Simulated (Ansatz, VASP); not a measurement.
**Ru: VASP beside Ansatz**

INCAR

```
SYSTEM = Ru
PREC     = Accurate       ! precision mode
ENCUT    = 520            ! plane-wave cutoff, eV
EDIFF    = 1E-7           ! SCF threshold, eV
ISMEAR   = 0              ! smearing method
SIGMA    = 0.15           ! smearing width, eV
LREAL    = .False.        ! projectors in reciprocal space
LASPH    = .True.         ! aspherical terms in the spheres
NELM     = 60             ! most SCF steps
ALGO     = Fast           ! electronic algorithm
ISIF     = 2              ! what is computed and relaxed
LWAVE    = .False.        ! write WAVECAR
LCHARG   = .True.         ! write CHGCAR
GGA      = PE             ! functional
LELF     = .True.         ! ELF
LVHAR    = .True.       
NBANDS   = 21             ! bands
```

The input KPOINTS:

```
Automatic mesh
0
Gamma
  21 21 12
  0 0 0
```

POSCAR

```
Ru
1.0
    2.7904884801      0.0000000000      0.0000000000
   -1.3952442401      2.4166339127      0.0000000000
    0.0000000000      0.0000000000      4.4083350255
Ru
2
Direct
    0.3333333333      0.6666666667      0.2500000000
    0.6666666667      0.3333333333      0.7500000000
```

Input for Ansatz:

```yaml
crystal:
  lattice:
    - [2.7904884801, 0.0, 0.0]
    - [-1.3952442401, 2.4166339127, 0.0]
    - [0.0, 0.0, 4.4083350255]
  atoms:
    - { symbol: Ru, position: [0.3333333333, 0.6666666667, 0.25] }
    - { symbol: Ru, position: [0.6666666667, 0.3333333333, 0.75] }
basis:
  ecutwfc: 420
kpoints:
  mp_grid: { grid: [21, 21, 12] }
hamiltonian:
  xc: pbe
  pseudopotentials: { kind: paw, azcp: { folder: soft_1 } }
scf:
  occupations: { method: gaussian, width: 0.15 }
output:
  forces: true
  stress: true
  eigenvalues: true
```

Alike in both runs: task single point; functional PBE; k mesh 21 × 21 × 12; occupations gaussian, width 0.15 eV; no spin polarisation.

```csv
,VASP,Ansatz
version,VASP 6.6.1,Ansatz 0.2.0
potentials or method,"VASP PAW PBE potentials, release 64 (Ru_pv), cutoff 520 eV","scalar-relativistic, plane waves, PAW"
valence electrons in the cell,28,32
```

|  | VASP | Ansatz | Ansatz less VASP |
| --- | --- | --- | --- |
| gap on the k mesh at the Fermi level (eV) | none | none | - |
| pressure (GPa) | -19.9 | -19.9 | +0.07 |
| traceless stress, the component that is largest in VASP (GPa) | -1.20 | -1.20 | -0.004 |

A gap of «none» marks a metal or a gap that the smearing closes. With one functional, cell and mesh, what is left measures potentials, basis and numerics. VASP's potentials hold 28 valence electrons a cell and Ansatz's 32, so a difference there can come from the potentials and not from the codes.
